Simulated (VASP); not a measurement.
Runs of VASP 6.6.1 on AgCl (Chlorargyrite). The structure is that of space group Fm-3m (No. 225), or close to it. The cells are those of the table. 

```csv
cell,gap on the mesh (eV),pressure (GPa)
"a = 3.862, b = 3.862, c = 3.852 Å, angles 60.1, 60.1, 59.8°, 2 atoms",0.71,-0.4
"a = 3.842, b = 3.842, c = 3.852 Å, angles 59.9, 59.9, 60.2°, 2 atoms",0.71,0.2
"a = 3.862 Å, angles 59.7°, 2 atoms",0.71,-0.1
"a = 3.852 Å, angles 60.0°, 2 atoms",(a),-0.1
```

Alike in all rows: task single point; level PBEsol; potentials or basis VASP PAW PBE potentials, release 64 (Ag, Cl); no spin polarisation; k mesh 8 × 8 × 8; cutoff (eV) 500; smearing gaussian 0.01 eV.

Question: Fill in the values left out.

Answer: (a) 0.72.

Caveats: the PAW data sets were made with another functional, which shifts forces and pressure a little.

A k mesh can miss the band edges, and the runs leave out spin-orbit coupling on Ag.
